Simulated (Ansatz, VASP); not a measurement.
## CaS: VASP beside Ansatz

Contents of INCAR:

```
SYSTEM = CaS
PREC     = Accurate       ! precision mode
ENCUT    = 500            ! plane-wave cutoff, eV
EDIFF    = 1E-6           ! SCF threshold, eV
ISMEAR   = 0              ! smearing method
SIGMA    = 0.02           ! smearing width, eV
LREAL    = .FALSE.        ! projectors in reciprocal space
LASPH    = .TRUE.         ! aspherical terms in the spheres
NELM     = 120            ! most SCF steps
ALGO     = Normal         ! electronic algorithm
ISIF     = 2              ! what is computed and relaxed
LWAVE    = .FALSE.        ! write WAVECAR
LCHARG   = .FALSE.        ! write CHGCAR
GGA      = PE             ! functional
NBANDS   = 15             ! bands
GGA_COMPAT= .FALSE.
```

The input KPOINTS:

```
regular mesh
0
G
  8 8 8
  0 0 0
```

File POSCAR:

```
CaS
1.0
    0.0000000000      2.8558081102      2.8558081102
    2.8558081102      0.0000000000      2.8558081102
    2.8558081102      2.8558081102      0.0000000000
Ca S
1 1
Direct
    0.0000000000      0.0000000000      0.0000000000
    0.5000000000      0.5000000000      0.5000000000
```

Input for Ansatz:

```yaml
crystal:
  lattice:
    - [0.0, 2.8558081102, 2.8558081102]
    - [2.8558081102, 0.0, 2.8558081102]
    - [2.8558081102, 2.8558081102, 0.0]
  atoms:
    - { symbol: Ca, position: [0.0, 0.0, 0.0] }
    - { symbol: S, position: [0.5, 0.5, 0.5] }
basis:
  ecutwfc: 420
kpoints:
  mp_grid: { grid: [8, 8, 8] }
  band_path: { path: [VBM, CBM], npoints: 2 }
hamiltonian:
  xc: pbe
scf:
  occupations: { method: gaussian, width: 0.02 }
output:
  forces: false
  stress: false
  eigenvalues: true
checkpoint:
  read: start.run
  write: ck
  compress: false
  write_wavefunctions: false
  write_every: 100000
```

Alike in both runs: task single point; functional PBE; k mesh 8 × 8 × 8; occupations gaussian, width 0.02 eV; no spin polarisation.

```csv
,VASP,Ansatz
version,VASP 6.6.1,Ansatz 0.2.0
potentials or method,"VASP PAW PBE potentials, release 64 (Ca_sv, S), cutoff 500 eV","scalar-relativistic, plane waves, PAW"
valence electrons in the cell,16,16
```

```csv
,VASP,Ansatz,Ansatz less VASP
gap on the k mesh at the Fermi level (eV),2.38,2.38,+0.005
least direct gap on the mesh (eV),3.18,3.18,+0.005
```
